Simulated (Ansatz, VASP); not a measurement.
## One calculation of SnO2, two programs

```
Sn O
1.0
     0.00000    2.62771    2.62771
     2.62771    0.00000    2.62771
     2.62771    2.62771    0.00000
Sn O
1 2
Direct
  0.00000 0.00000 0.00000
  0.25000 0.25000 0.25000
  0.75000 0.75000 0.75000
```

Change from the starting cell: hydrostatic strain +3.7%.

Alike in both runs: task single point; functional r2SCAN; k mesh 8 × 8 × 8; occupations fermi-dirac, width 0.02 eV; no spin polarisation.

|  | VASP | Ansatz |
| --- | --- | --- |
| version | VASP 6.6.1 | Ansatz 0.2.0 |
| potentials or method | VASP PAW PBE potentials, release 64 (Sn_d, O) | plane waves, PAW |
| plane-wave cutoff (eV) | 520 | 500 |
| valence electrons in the cell | 26 | 26 |

```tsv
	VASP	Ansatz	Ansatz less VASP
pressure (GPa)	-18.1	-19.0	-0.84
```

VASP's potentials were made for PBE, not for r2SCAN.
